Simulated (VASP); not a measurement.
Write the native input for VASP 6.6.1 that does the following.

```yaml
Task: single point
Functional: r2SCAN
Potentials_or_basis: VASP PAW PBE potentials, release 64 (Cu, Au)
Cutoff: 520 eV
k_mesh: 10 × 10 × 10
Occupations: gaussian, width 0.1 eV
Spin: no spin polarisation
Dipole_correction: no
Further_INCAR_settings: ALGO = Normal; EDIFF = 1e-07; NBANDS = 30
```

Crystal: CuAu3.

```xyz
4
Lattice="4.1404 0.0000 0.0000 0.0000 4.1404 0.0000 0.0000 0.0000 4.1404" Properties=species:S:1:pos:R:3 pbc="T T T"
Cu    0.0000    0.0000    0.0000
Au    0.0000    2.0702    2.0702
Au    2.0702    0.0000    2.0702
Au    2.0702    2.0702    0.0000
```

These files were run (other wordings do the same):

POSCAR

```
CuAu3
1.0
    4.1404425262      0.0000000000      0.0000000000
    0.0000000000      4.1404425262      0.0000000000
    0.0000000000      0.0000000000      4.1404425262
Cu Au
1 3
Direct
    0.0000000000      0.0000000000      0.0000000000
    0.0000000000      0.5000000000      0.5000000000
    0.5000000000      0.0000000000      0.5000000000
    0.5000000000      0.5000000000      0.0000000000
```

INCAR.step1

```
SYSTEM = CuAu3
PREC = Accurate
ENCUT = 520
ISMEAR = 0
SIGMA = 0.1
LREAL = .False.
LASPH = .True.
NELM = 80
NBANDS = 30
GGA = PE
ALGO = Normal
EDIFF = 1E-4
LWAVE = .True.
LCHARG = .False.
```

INCAR.step2

```
SYSTEM = CuAu3
PREC = Accurate
ENCUT = 520
EDIFF = 1E-7
ISMEAR = 0
SIGMA = 0.1
LREAL = .False.
LASPH = .True.
NELM = 80
ALGO = Normal
ISIF = 2
LWAVE = .False.
LCHARG = .False.
METAGGA = R2SCAN
LMIXTAU = .True.
NBANDS = 30
ISTART = 1
```

KPOINTS

```
Automatic mesh
0
Gamma
  10 10 10
  0 0 0
```

Potentials or basis: VASP PAW PBE potentials, release 64 (Cu, Au).

Command:

```bash
$ cat potpaw_PBE.64/Cu/POTCAR potpaw_PBE.64/Au/POTCAR > POTCAR
$ cp INCAR.step1 INCAR
$ mpirun -np 1 vasp_std > vasp.out
$ cp INCAR.step2 INCAR
$ mpirun -np 1 vasp_std > vasp.out
```

It gave:

The pressure is -11.1 GPa and the band gap on the k mesh is zero (bands 22 and 23 overlap by 1.87 eV).

Caveat: the cell stands under tension; the PAW data sets were made with another functional, which shifts forces and pressure a little; spin-orbit coupling is left out, which moves the levels of the heavy elements.

Run time: 5.4 min on 1 thread of Intel Xeon 8259CL, with other jobs on the host, peak memory 0.26 GiB.
